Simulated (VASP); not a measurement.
Set up this calculation in VASP 6.6.1, as the native input.

- Task: single point
- Functional: PBEsol
- Potentials or basis: VASP PAW PBE potentials, release 64 (Te, Ti_sv)
- Cutoff: 520 eV
- k mesh: 12 × 12 × 6
- Occupations: gaussian, width 0.02 eV
- Spin: no spin polarisation
- Dipole correction: no
- Further INCAR settings: ALGO = Normal; EDIFF = 1e-07; NBANDS = 19

The structure of TiTe2 lies in POSCAR:

```
TiTe2
1.0
    3.7770000000      0.0000000000      0.0000000000
   -1.8885000000      3.2709779501      0.0000000000
    0.0000000000      0.0000000000      6.4980000000
Te Ti
2 1
Direct
    0.3333333333      0.6666666667      0.7525893506
    0.6666666667      0.3333333333      0.2628000000
    0.0000000000      0.0000000000      0.0000000000
```

The input as run:

INCAR

```
SYSTEM = TiTe2
PREC = Accurate
ENCUT = 520
EDIFF = 1E-7
ISMEAR = 0
SIGMA = 0.02
LREAL = .False.
LASPH = .True.
NELM = 60
ALGO = Normal
ISIF = 2
LWAVE = .False.
LCHARG = .True.
GGA = PS
LELF = .True.
LVHAR = .True.
NBANDS = 19
```

KPOINTS

```
regular mesh
0
Gamma
  12 12 6
  0 0 0
```

Potentials or basis: VASP PAW PBE potentials, release 64 (Te, Ti_sv).

Run with:

```console
$ cat potpaw_PBE.64/Te/POTCAR potpaw_PBE.64/Ti_sv/POTCAR > POTCAR
$ mpirun -np 1 vasp_std > vasp.out
```

Results of the run:

* Pressure: -0.4 GPa
* Largest force: 0.631 eV/Å
* Band gap on the k mesh: zero (bands 12 and 13 overlap by 0.60 eV)

Caveat: the PAW data sets were made with another functional, which shifts forces and pressure a little; spin-orbit coupling is left out, which moves the levels of the heavy elements; this functional lacks dispersion, which binds the layers, so the pressure and a relaxed spacing across them are unreliable.

Wall time 3.5 min on 1 thread of Intel Xeon 8259CL (shared host), peak memory 0.29 GiB.
